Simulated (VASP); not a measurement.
BiTe:

```
CELL_PARAMETERS angstrom
2.42271 1.39875 3.31729
-2.42271 1.39875 3.31729
0.00000 -2.79750 3.31729
ATOMIC_POSITIONS crystal
Bi 0.50000 0.50000 0.50000
Te 0.00000 0.00000 0.00000
```

- Program: VASP 6.6.1
- Task: relaxation of cell and atoms
- Functional: RPBE
- Potentials or basis: VASP PAW PBE potentials, release 64 (Bi_d, Te)
- Cutoff: 600 eV
- k mesh: 7 × 7 × 7
- Occupations: fermi-dirac, width 0.05 eV
- Spin: no spin polarisation

At the start: pressure 1.4 GPa; volume 33.72 Å³/atom.

Question: How do energy, volume and symmetry change on relaxing?

Answer: Over 11 steps the energy falls by 4.7 meV/atom and the volume is 34.87 Å³/atom (+3.4 %); space group R-3m (No. 166, to 0.05 Å).

Step by step:
```csv
step,energy change (eV),largest force (eV/Å),pressure (GPa),volume (Å³)
1,0.0000,0.0000,1.42,67.45
2,-0.0073,0.0000,-0.55,70.41
3,-0.0089,0.0000,0.01,69.50
4,-0.0089,0.0000,0.01,69.54
5,-0.0089,0.0000,-0.01,69.62
6,-0.0091,0.0000,-0.06,69.66
7,-0.0093,0.0000,-0.08,69.78
8,-0.0093,0.0000,-0.10,70.00
9,-0.0094,0.0000,-0.09,69.86
10,-0.0093,0.0000,0.13,69.53
11,-0.0094,0.0000,0.01,69.75
```

Final structure:
```
CELL_PARAMETERS angstrom
2.43811 1.40764 3.38706
-2.43811 1.40764 3.38706
0.00000 -2.81528 3.38706
ATOMIC_POSITIONS crystal
Bi 0.50000 0.50000 0.50000
Te 0.00000 0.00000 0.00000
```

Caveat: the PAW data sets were made with another functional, which shifts forces and pressure a little.
